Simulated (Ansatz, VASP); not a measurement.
## Two plane-wave programs on Cu

```
Cu
1.0
     2.55616    0.00000    0.00000
    -1.27808    2.21370    0.00000
     0.00000    0.00000    4.17421
Cu
2
Cartesian
  0.0000 1.4758 1.0436
  1.2781 0.7379 3.1307
```

Alike in both runs: task relaxation of cell and atoms; functional LDA; k mesh 14 × 14 × 8; occupations fermi-dirac, width 0.1 eV; no spin polarisation.

|  | VASP | Ansatz |
| --- | --- | --- |
| version | VASP 6.6.1 | Ansatz 0.2.0 |
| potentials or method | VASP PAW LDA potentials, release 64 (Cu), cutoff 600 eV | plane waves (420 eV) with PAW, scalar-relativistic |
| valence electrons in the cell | 22 | 38 |

Ansatz gave:

| Property | Result |
| --- | --- |
| relaxed volume (Å³/atom) | 10.90 |
| relaxed cell length with the largest relative difference (Å) | 2.486 |

Question: Which values does VASP return?

Answer: Relaxed volume (Å³/atom): 10.96; relaxed cell length with the largest relative difference (Å): 2.492.

Ansatz warns that its potentials were made for another functional, while VASP's fit it. LDA's correlation is that of Perdew and Zunger in VASP and of Perdew and Wang (1992) in Ansatz. VASP's potentials hold 22 valence electrons a cell and Ansatz's 38, so a difference there can come from the potentials and not from the codes.
